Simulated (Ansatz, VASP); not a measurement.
## TiO2: VASP beside Ansatz

```
Ti O
1.0
     4.59108    0.00000    0.00000
     0.00000    4.59108    0.00000
     0.00000    0.00000    2.93923
Ti O
2 4
Direct
  0.50000 0.50000 0.50000
  0.00000 0.00000 0.00000
  0.69556 0.69556 0.00000
  0.80444 0.19556 0.50000
  0.30444 0.30444 0.00000
  0.19556 0.80444 0.50000
```

Alike in both runs: functional PBEsol; k mesh 6 × 6 × 10; occupations gaussian, width 0.02 eV; no spin polarisation.

Ansatz relaxed the structure, and its values are those at the end. VASP's run is a single point on that final structure, the one shown.

|  | VASP | Ansatz |
| --- | --- | --- |
| version | VASP 6.6.1 | Ansatz 0.2.0 |
| potentials or method | VASP PAW PBE potentials, release 64 (Ti_sv, O), cutoff 520 eV | scalar-relativistic, plane waves, PAW |
| valence electrons in the cell | 48 | 48 |

```csv
,VASP,Ansatz,Ansatz less VASP
gap on the k mesh at the Fermi level (eV),1.84,1.87,+0.028
least direct gap on the mesh (eV),1.84,1.87,+0.028
pressure (GPa),0.7,0.0,-0.67
rms of the force components (eV/Å),0.012,0.000,-0.0118
```

VASP's potentials were made for PBE, not for PBEsol.
